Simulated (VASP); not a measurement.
Wanted: the native input for a VASP 6.6.1 run.

| Property | Result |
| --- | --- |
| Task | density of states |
| Functional | PBE |
| Potentials or basis | VASP PAW PBE potentials, release 64 (Al, Au) |
| Cutoff | 520 eV |
| k mesh | 11 × 11 × 11 |
| Occupations | fermi-dirac, width 0.05 eV |
| Spin | no spin polarisation |
| Dipole correction | no |
| k mesh for the DOS | 17 × 17 × 17 |
| Occupations for the DOS | tetrahedron |
| Further INCAR settings | ALGO = Normal; EDIFF = 1e-06; NBANDS = 16 |

The system is Al2Au.

```
Al Au
1.0
     0.00000    3.00000    3.00000
     3.00000    0.00000    3.00000
     3.00000    3.00000    0.00000
Al Au
2 1
Cartesian
  1.5000 1.5000 1.5000
  4.5000 4.5000 4.5000
  0.0000 0.0000 0.0000
```

The input as run:

POSCAR

```
Al2Au
1.0
    0.0000000000      3.0000000000      3.0000000000
    3.0000000000      0.0000000000      3.0000000000
    3.0000000000      3.0000000000      0.0000000000
Al Au
2 1
Direct
    0.2500000000      0.2500000000      0.2500000000
    0.7500000000      0.7500000000      0.7500000000
    0.0000000000      0.0000000000      0.0000000000
```

INCAR.step1

```
ALGO     = Normal         # electronic algorithm
EDIFF    = 1E-6           # SCF threshold, eV
ENCUT    = 520            # plane-wave cutoff, eV
GGA      = PE             # functional
ISIF     = 2              # what is computed and relaxed
ISMEAR   = -1             # smearing method
LASPH    = True           # aspherical terms in the spheres
LCHARG   = True           # write CHGCAR
LMAXMIX  = 4              # l up to which the mixer works
LREAL    = False          # projectors in reciprocal space
LWAVE    = False          # write WAVECAR
NBANDS   = 16             # bands
NELM     = 80             # most SCF steps
PREC     = Accurate       # precision mode
SIGMA    = 0.05           # smearing width, eV
```

KPOINTS.step1

```
k-points
0
Gamma
  11 11 11
```

INCAR.step2

```
ALGO     = Normal         # electronic algorithm
EDIFF    = 1E-6           # SCF threshold, eV
ENCUT    = 520            # plane-wave cutoff, eV
GGA      = PE             # functional
ICHARG   = 11             # starting density
ISIF     = 2              # what is computed and relaxed
ISMEAR   = -5             # smearing method
LASPH    = True           # aspherical terms in the spheres
LCHARG   = False          # write CHGCAR
LMAXMIX  = 4              # l up to which the mixer works
LORBIT   = 11             # projections on sites
LREAL    = False          # projectors in reciprocal space
LWAVE    = False          # write WAVECAR
NBANDS   = 16             # bands
NEDOS    = 1001           # points of the DOS
NELM     = 80             # most SCF steps
PREC     = Accurate       # precision mode
SIGMA    = 0.05           # smearing width, eV
```

KPOINTS.step2

```
k-points
0
Gamma
  17 17 17
```

Potentials or basis: VASP PAW PBE potentials, release 64 (Al, Au).

The run is started by

```bash
$ cat potpaw_PBE.64/Al/POTCAR potpaw_PBE.64/Au/POTCAR > POTCAR
$ cp INCAR.step1 INCAR
$ cp KPOINTS.step1 KPOINTS
$ mpirun -np 1 vasp_std > vasp.out
$ cp INCAR.step2 INCAR
$ cp KPOINTS.step2 KPOINTS
$ mpirun -np 1 vasp_std > vasp.out
```

Results of the run:

| Item | Value |
| --- | --- |
| Valence electrons inside the program's atomic spheres | Al 0.75; Au 10.00 |

Caveat: spin-orbit coupling is left out, which moves the levels of the heavy elements.

It took 67 s on 1 thread of AMD EPYC 7R13 Processor (Zen 3) (shared host), peak memory 0.25 GiB.
